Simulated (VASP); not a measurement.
# H15C3N2 in VASP: further runs, part 2 of 2

VASP 6.6.1. Earlier steps stand in the parts before.

## Step 3: Relaxation of the atoms, r2SCAN

POSCAR

```
H15C3N2
1.0
    8.2504130000      0.0000000000      0.0000000000
    0.0000000000      8.2504130000      0.0000000000
    0.0000000000      0.0000000000      8.2504130000
C H N
6 30 4
Direct
    0.0653116000      0.1216004000      0.7349814000
    0.2299787000      0.1438138000      0.8157947000
    0.5894434000      0.3273071000      0.3831884000
    0.4805163000      0.1802572000      0.4086967000
    0.5047200000      0.4650261000      1.0448380000
    0.4489588000      0.5628144000      0.8983198000
    0.0101384000      0.2384382000      0.7058196000
    0.0761852000      0.0529384000      0.6222300000
   -0.0183985000      0.0561561000      0.8140714000
    0.2851519000      0.0269760000      0.8449565000
    0.3136888000      0.2092581000      0.7367046000
    0.2191051000      0.2124757000      0.9285461000
    0.5222853000      0.4278210000      0.3290376000
    0.6400564000      0.3698835000      0.4979541000
    0.6906670000      0.2985313000      0.3027439000
    0.5476745000      0.0797434000      0.4628476000
    0.3792928000      0.2090330000      0.4891412000
    0.4299033000      0.1376808000      0.2939311000
    0.6209348000      0.5092405000      1.0904970000
    0.4169951000      0.4727856000      1.1437810000
    0.5195779000      0.3370328000      1.0141371000
    0.3327439000      0.5186000000      0.8526608000
    0.4341009000      0.6908077000      0.9290207000
    0.5366836000      0.5550549000      0.7993768000
    0.9680698000      0.5327027000      0.5185463000
    1.0554808000      0.3723229000      0.4439945000
    0.8607464000      0.3968125000      0.4240165000
    0.4638697000      0.9017649000      0.2180259000
    0.3247824000      0.8018706000      0.3159861000
    0.5104222000      0.7351720000      0.3128944000
    0.0352043000      0.2832610000      0.1267353000
    0.0870640000      0.1043953000      0.0616355000
   -0.1013442000      0.1620919000      0.0519495000
    0.8053561000      0.8379421000      0.8820453000
    0.9461025000      0.7193371000      0.8110267000
    0.7978702000      0.6439550000      0.9171639000
    0.9544092000      0.4112363000      0.5028055000
    0.4234703000      0.7881440000      0.2434551000
   -0.0006890000      0.1654218000      0.1229840000
    0.8748287000      0.7399041000      0.9094417000
```

INCAR.step1

```
  ALGO = Normal
  EDIFF = 1E-4
  ENCUT = 520
  GGA = PE
  ISMEAR = -1
  LASPH = True
  LCHARG = False
  LREAL = Auto
  LWAVE = True
  NELM = 60
  PREC = Accurate
  SIGMA = 0.02
```

INCAR.step2

```
  ALGO = Normal
  EDIFF = 1E-6
  EDIFFG = -0.3
  ENCUT = 520
  IBRION = 2
  ISIF = 2
  ISMEAR = -1
  ISTART = 1
  LASPH = True
  LCHARG = False
  LMIXTAU = True
  LREAL = Auto
  LWAVE = False
  METAGGA = R2SCAN
  NELM = 60
  NSW = 35
  PREC = Accurate
  SIGMA = 0.02
```

KPOINTS

```
k-points
0
Gamma
  1 1 1
```

Potentials or basis: VASP PAW PBE potentials, release 64 (C, H, N).

Started as:

```console
$ cat potpaw_PBE.64/C/POTCAR potpaw_PBE.64/H/POTCAR potpaw_PBE.64/N/POTCAR > POTCAR
$ cp INCAR.step1 INCAR
$ mpirun -np 1 vasp_gam > vasp.out
$ cp INCAR.step2 INCAR
$ mpirun -np 1 vasp_gam > vasp.out
```

OUTCAR:

```text
EDIFF = 1E-6
   EDIFFG = -0.3
   ENCUT = 520
   IBRION = 2
   ISIF = 2
   ISMEAR = -1
   ISTART = 1
   LASPH = True
   LREAL = Auto
   METAGGA = R2SCAN
   NELM = 60
   NSW = 35
   PREC = Accurate

 ion  position               nearest neighbor table
   1  0.065  0.122  0.735-   7 1.09   9 1.09   8 1.09   2 1.52
   2  0.230  0.144  0.816-  10 1.09  12 1.09  11 1.09   1 1.52
   3  0.589  0.327  0.383-  13 1.09  15 1.09  14 1.09   4 1.52
   4  0.481  0.180  0.409-  17 1.09  16 1.09  18 1.09   3 1.52
   5  0.505  0.465  0.045-  19 1.09  20 1.09  21 1.09   6 1.52
   6  0.449  0.563  0.898-  22 1.09  24 1.09  23 1.09   5 1.52
   7  0.010  0.238  0.706-   1 1.09
   8  0.076  0.053  0.622-   1 1.09
   9  0.982  0.056  0.814-   1 1.09
  10  0.285  0.027  0.845-   2 1.09
  11  0.314  0.209  0.737-   2 1.09
  12  0.219  0.212  0.929-   2 1.09
[... 22 lines left out ...]
  35  0.946  0.719  0.811-  40 1.02
[... 620 lines left out ...]
  free energy    TOTEN  =      -209.08359153 eV

  energy without entropy =     -209.08359153  energy(sigma->0) =     -209.08359153

 E-fermi :  -3.8169     XC(G=0):  -5.2129

 val. band max:       -4.3420063845   @ k =   0.0000   0.0000   0.0000
 cond. band min:       0.6451404453   @ k =   0.0000   0.0000   0.0000
 fundamental gap:      4.9871468298
 Fermi energy:        -3.8169482725

 k-point     1 :       0.0000    0.0000    0.0000
  band No.  band energies     occupation
      1     -20.4269      2.00000
      2     -20.3612      2.00000
      3     -20.2840      2.00000
      4     -20.2381      2.00000
      5     -17.7958      2.00000
      6     -17.5151      2.00000
[... 41 lines left out ...]
     48       4.2263      0.00000
     49       4.3403      0.00000
 [bands above 49 left out]

------------------------ aborting loop because EDIFF is reached ----------------------------------------

  FORCE on cell =-STRESS in cart. coord.  units (eV):
  Direction    XX          YY          ZZ          XY          YZ          ZX
  --------------------------------------------------------------------------------------
  -------------------------------------------------------------------------------------
  Total        0.5441702      0.8595617      1.0454029      0.1164916     -0.0618857     -0.1910298
  in kB        1.5524524      2.4522266      2.9824091      0.3323364     -0.1765525     -0.5449852
  external PRESSURE =       2.3290294 kB  Pullay stress =       0.0000000 kB
[... 55 lines left out ...]
  FREE ENERGIE OF THE ION-ELECTRON SYSTEM (eV)
  ---------------------------------------------------
  free  energy   TOTEN  =      -209.0835915253 eV

  energy  without entropy=     -209.0835915253  energy(sigma->0) =     -209.08359153

 reached required accuracy - stopping structural energy minimisation
```

It took 79 min on 1 thread of Intel Xeon Platinum 8259CL at 2.50GHz (Skylake/Cascade Lake), shared host; peak memory 0.7 GiB.

Results:

| Quantity | Value |
| --- | --- |
| Free energy | -209.0836 eV |
| Energy gained by relaxing | 10.6 meV/atom |
| Ionic steps | 22 |
| Pressure after relaxing | 0.2 GPa |
| Largest force after relaxing | 0.299 eV/Å |
| Band gap on the k mesh | 4.99 eV |

Forces in eV/Å, atoms in the order of the input:
```
C   -0.003 -0.084 -0.029
C   -0.022  0.066  0.122
C    0.083  0.064  0.016
C   -0.008  0.210  0.080
C   -0.082  0.111 -0.099
C   -0.043 -0.055  0.033
H    0.037 -0.004 -0.014
H   -0.011 -0.043 -0.053
H   -0.025 -0.031  0.052
H    0.007 -0.136 -0.013
H    0.038  0.088  0.051
H    0.003  0.030  0.040
H    0.024 -0.026  0.050
H   -0.130 -0.040 -0.024
H   -0.025  0.017  0.005
H    0.085 -0.209  0.048
H   -0.031  0.035 -0.073
H   -0.091  0.003 -0.156
H    0.203  0.076  0.026
H   -0.135 -0.024  0.195
H    0.012 -0.130 -0.269
H    0.151  0.129 -0.017
H   -0.085 -0.086 -0.173
H   -0.019 -0.079  0.136
H    0.076  0.211 -0.071
H    0.210 -0.039 -0.001
H   -0.009 -0.001  0.054
H    0.007 -0.003 -0.003
H   -0.069  0.007  0.081
H    0.057 -0.068  0.090
H    0.007 -0.001 -0.085
H    0.013  0.024  0.009
H   -0.030  0.056 -0.051
H   -0.054  0.036 -0.044
H    0.042 -0.002 -0.020
H   -0.029 -0.049  0.004
N   -0.141 -0.035  0.000
N    0.008  0.026 -0.138
N   -0.045 -0.049  0.182
N    0.023  0.005  0.062
```

Stress tensor (GPa, compression positive):
```
 0.16  0.03 -0.05
 0.03  0.25 -0.02
-0.05 -0.02  0.30
```

Step by step:
```tsv
step	energy change (eV)	largest force (eV/Å)	pressure (GPa)
1	0.0000	0.4686	0.29
2	-0.0220	0.8844	0.75
3	-0.0269	0.5422	0.61
4	-0.0544	0.3202	0.71
5	-0.0720	0.6482	0.88
6	-0.0923	0.3100	0.75
7	-0.0985	0.5696	0.63
8	-0.1209	0.3492	0.46
9	-0.1392	0.6288	0.12
10	-0.1561	0.5289	0.08
11	-0.1924	0.4267	-0.03
12	-0.2011	0.6973	-0.26
13	-0.2077	0.5008	-0.17
14	-0.2399	0.3698	-0.11
15	-0.2750	0.7473	0.03
16	-0.3066	0.4548	0.08
17	-0.3301	0.5362	0.18
18	-0.3501	0.3314	0.26
19	-0.3571	0.6804	0.34
20	-0.3776	0.4334	0.36
21	-0.4003	0.4847	0.42
22	-0.4247	0.2986	0.23
```

Final structure:
```
C H N
1.0
     8.25041    0.00000    0.00000
     0.00000    8.25041    0.00000
     0.00000    0.00000    8.25041
C H N
6 30 4
Cartesian
  0.6184 0.9202 6.0462
  1.9950 1.1495 6.6525
  4.8319 2.6691 3.3431
  3.8932 1.4740 3.3914
  4.1241 3.8117 0.1821
  3.6985 4.6434 7.2269
  0.0970 1.8602 5.8581
  0.6920 0.3959 5.0906
  8.2502 0.3101 6.7052
  2.4656 0.2206 6.9762
  2.6701 1.6223 5.9406
  1.9360 1.8026 7.5249
  4.3130 3.5713 3.0112
  5.2923 2.8704 4.3159
  5.6430 2.4757 2.6342
  4.4018 0.5984 3.7838
  3.0289 1.6559 4.0319
  3.5236 1.2332 2.3972
  5.0288 4.2001 0.6431
  3.3507 3.8922 0.9388
  4.2797 2.7526 8.2345
  2.7250 4.2979 6.8545
  3.5967 5.6814 7.5633
  4.4083 4.6157 6.3912
  8.1433 4.6196 3.9944
  0.5809 3.1704 3.7254
  7.2592 3.3544 3.4977
  3.8481 7.4247 1.8375
  2.6731 6.6499 2.6357
  4.1915 6.0695 2.6456
  0.2534 2.3662 1.0700
  0.4576 0.7465 1.0371
  7.2792 1.3841 0.6356
  6.5958 6.8798 7.2363
  7.8388 5.9573 6.7470
  6.5929 5.2899 7.5392
  8.0164 3.6246 4.1168
  3.4908 6.5016 2.0567
  8.0532 1.4825 1.2823
  7.1914 6.1079 7.5131
```

Levels at points of the mesh, in eV from the valence-band top:
```
           k point  band 33  band 34  band 35  band 36  band 37  band 38  band 39  band 40  band 41  band 42
(0.00, 0.00, 0.00)    -1.88    -0.27    -0.22    -0.17     0.00     4.99     6.65     6.88     6.94     7.26
```

Caveat: the k points lie up to 0.76 Å⁻¹ apart; the PAW data sets were made with another functional, which shifts forces and pressure a little; the relaxation stopped at a loose force limit of 0.3 eV/Å, so its end isn't a converged minimum.
